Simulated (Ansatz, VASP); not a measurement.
This is a calculation of Ni for VASP 6.6.1.

Contents of INCAR:

```
SYSTEM = Ni
ALGO = Fast
EDIFF = 1E-6
ENCUT = 520
GGA = PE
ISIF = 2
ISMEAR = -1
ISPIN = 2
LASPH = .TRUE.
LCHARG = .FALSE.
LMAXMIX = 4
LORBIT = 11
LREAL = .FALSE.
LWAVE = .FALSE.
MAGMOM = 0.83 -0.38
NBANDS = 21
NELM = 150
PREC = Accurate
SIGMA = 0.05
```

KPOINTS

```
k-points
0
G
  12 12 7
  0 0 0
```

File POSCAR:

```
Ni
1.0
    2.4480228978      0.0000000000      0.0000000000
   -1.2240114489      2.1200500186      0.0000000000
    0.0000000000      0.0000000000      4.0728075700
Ni
2
Direct
    0.6666666667      0.3333333333      0.7500000000
    0.3333333333      0.6666666667      0.2500000000
```

Potentials or basis: VASP PAW PBE potentials, release 64 (Ni).

The run is started by

```bash
$ cat potpaw_PBE.64/Ni/POTCAR > POTCAR
$ mpirun -np 1 vasp_std > vasp.out
```

Problem. Set up the same calculation for Ansatz 0.2.0. Potentials there: Ansatz PAW.

Solution. As run (the cutoff follows the program's own potentials):

input.yaml

```yaml
crystal:
  lattice:
    - [2.4480228978, 0.0, 0.0]
    - [-1.2240114489, 2.1200500186, 0.0]
    - [0.0, 0.0, 4.07280757]
  atoms:
    - { symbol: Ni, position: [0.6666666667, 0.3333333333, 0.75], spin: 0.83 }
    - { symbol: Ni, position: [0.3333333333, 0.6666666667, 0.25], spin: -0.38 }
hamiltonian:
  xc: pbe
  pseudopotentials: { kind: paw }
magnetization:
  spin_polarized: true
kpoints:
  mp_grid: { grid: [12, 12, 7] }
scf:
  occupations: { method: fermi_dirac, width: 0.05 }
output:
  forces: true
  stress: true
  eigenvalues: true
```

Potentials or basis: Ansatz PAW.

Run with:

```console
$ ansatz run input.yaml --threads 2 --pin off --max-ram 5632MiB --backend cpu --events-out ev --progress --plain --runs-dir out
```

Both were run:

|  | VASP | Ansatz | Ansatz less VASP |
| --- | --- | --- | --- |
| gap on the k mesh at the Fermi level (eV) | none | none | - |
| pressure (GPa) | 7.1 | 7.3 | +0.17 |
| traceless stress, the component that is largest in VASP (GPa) | -2.57 | -2.64 | -0.077 |
| net moment per atom (μB) | 0.63 | 0.65 | +0.016 |
| size of the moment on the site where the two differ most (μB) | 0.64 | 0.69 | +0.045 |

Site moments also hang on the region over which each program counts them. A gap of «none» marks a metal or a gap that the smearing closes. VASP's potentials hold 20 valence electrons a cell and Ansatz's 36, so a difference there can come from the potentials and not from the codes.
